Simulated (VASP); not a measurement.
Runs of VASP 6.6.1 on Al2GaAs3. The structure is that of space group P3m1 (No. 156), or close to it. The cells are those of the table. 

```csv
task,cell,k mesh,cutoff (eV),smearing,gap on the mesh (eV),pressure (GPa),largest force (eV/Å)
relaxation of cell and atoms,"relaxed from a = 3.854, b = 3.854, c = 9.439 Å, angles 90.0, 90.0, 120.0°, 6 atoms",6 × 6 × 2,600,gaussian 0.1 eV,0.93,0.0,0.04
single point,"a = 4.054, b = 4.054, c = 9.935 Å, angles 90.0, 90.0, 120.0°, 6 atoms",12 × 12 × 4,520,gaussian 0.02 eV,0.95,0.2,0.01
single point,"a = 4.055, b = 4.055, c = 9.912 Å, angles 90.0, 90.0, 120.0°, 6 atoms",6 × 6 × 2,520,gaussian 0.1 eV,(b),0.3,0.01
single point,"a = 3.854, b = 3.854, c = 9.439 Å, angles 90.0, 90.0, 120.0°, 6 atoms",6 × 6 × 2,520,gaussian 0.1 eV,1.17,(a),0.08
```

Alike in all rows: level PBE; potentials or basis VASP PAW PBE potentials, release 64 (Al, Ga_d, As); no spin polarisation.

Question: Fill in the values left out.

Answer: (a) 14.2; (b) 0.96.

Caveats: the cell stands under pressure (at least some runs).

A k mesh can miss the band edges, and the runs leave out spin-orbit coupling on As, Ga.
